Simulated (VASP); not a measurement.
# Mo: relaxation of cell and atoms with LDA

Crystal: Mo.

```xyz
1
Lattice="-1.5555 1.5555 1.5555 1.5555 -1.5555 1.5555 1.5555 1.5555 -1.5555" Properties=species:S:1:pos:R:3 pbc="T T T"
Mo    0.0000    0.0000    0.0000
```

* Program: VASP 6.6.1
* Task: relaxation of cell and atoms
* Functional: LDA
* Potentials or basis: VASP PAW LDA potentials, release 64 (Mo_sv)
* Cutoff: 600 eV
* k mesh: 16 × 16 × 16
* Occupations: fermi-dirac, width 0.15 eV
* Spin: no spin polarisation
* Dipole correction: no
* Further INCAR settings: ALGO = Normal; EDIFF = 1e-07; IBRION = 2; EDIFFG = -0.001; NSW = 80; ISIF = 3

```yaml
Relaxed_volume: 15.12 Å³/atom
Relaxed_cell: a = 2.698 Å, b = 2.698 Å, c = 2.698 Å, α = 109.47°, β = 109.47°, γ = 109.47°
Space_group_after_relaxing_to_0.05_Å: Im-3m (No. 229)
Energy_gained_by_relaxing: 0.3 meV/atom
Ionic_steps: 3
Pressure_after_relaxing: 0.0 GPa
Band_gap_on_the_k_mesh: zero (band 7 reaches 17.22 eV, above the bottom of band 8 at 11.57 eV)
```

Step by step:
```csv
step,energy change (eV),largest force (eV/Å),pressure (GPa),volume (Å³)
1,0.0000,0.0000,1.29,15.05
2,0.0021,0.0000,-3.69,15.32
3,-0.0003,0.0000,0.00,15.12
```

Final structure:
```
Mo
1.0
    -1.55778    1.55778    1.55778
     1.55778   -1.55778    1.55778
     1.55778    1.55778   -1.55778
Mo
1
Direct
  0.00000 0.00000 0.00000
```

Levels at points of the mesh, in eV from the Fermi level:
```tsv
k point	band 3	band 4	band 5	band 6	band 7	band 8	band 9	band 10	band 11
(0.00, 0.00, 0.00)	-34.29	-34.29	-7.32	-1.43	-1.43	-1.43	1.70	1.70	14.88
(0.50, 0.00, 0.00)	-34.79	-34.30	-5.53	-3.56	1.76	1.82	2.41	5.03	12.04
(0.50, 0.50, 0.50)	-35.37	-35.37	-5.71	-5.71	4.22	4.22	4.22	9.32	9.32
```

Run time: 72 s on 1 thread of Intel Xeon 8259CL, on a shared host, peak memory 0.16 GiB.
